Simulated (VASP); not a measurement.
PbO: single point with r2SCAN

PbO:

```xyz
2
Lattice="3.5261 -0.0176 0.0000 -1.7783 3.0625 0.0000 0.0000 0.0000 3.2671" Properties=species:S:1:pos:R:3 pbc="T T T"
Pb    0.0000    0.0000    0.0000
O     1.7579    1.0091    1.6335
```

```yaml
Program: VASP 6.6.1
Task: single point
Functional: r2SCAN
Potentials_or_basis: VASP PAW PBE potentials, release 64 (Pb_d, O)
Cutoff: 520 eV
k_mesh: 12 × 12 × 10
Occupations: gaussian, width 0.05 eV
Spin: no spin polarisation
```

* Pressure: 0.2 GPa
* Largest force: 0.016 eV/Å
* Band gap on the k mesh: 0.26 eV, indirect (least direct gap 0.36 eV)

Forces in eV/Å, atoms in the order of the input:
```
Pb   0.016  0.000  0.000
O   -0.016  0.000  0.000
```

Stress tensor (GPa, compression positive):
```
0.14 0.08 0.00
0.08 0.15 0.00
0.00 0.00 0.23
```

Levels at points of the mesh, in eV from the valence-band top:
```csv
k point,band 8,band 9,band 10,band 11,band 12,band 13
"(0.00, 0.00, 0.00)",-2.94,-2.45,-2.44,6.65,6.78,8.82
"(0.50, 0.00, 0.00)",-3.39,-2.15,-2.14,1.39,6.70,8.30
"(0.00, 0.50, 0.00)",-3.36,-2.16,-2.12,1.37,6.77,8.28
"(0.50, 0.50, 0.00)",-3.33,-2.17,-2.09,1.35,6.84,8.25
"(0.00, 0.00, 0.50)",-2.15,-2.13,-0.10,0.26,8.20,8.32
"(0.50, 0.00, 0.50)",-4.72,-4.40,-2.26,2.97,3.73,5.03
"(0.00, 0.50, 0.50)",-4.73,-4.40,-2.25,3.01,3.75,5.13
"(0.50, 0.50, 0.50)",-4.74,-4.39,-2.23,3.04,3.76,5.23
```

Wall time 22 min on 1 thread of Oxide Virtual Turin-like Processor, with other jobs on the host, peak memory 0.33 GiB.

Caveat: the PAW data sets were made with another functional, which shifts forces and pressure a little; spin-orbit coupling is left out, which moves the levels of the heavy elements. A k mesh can miss the band edges.
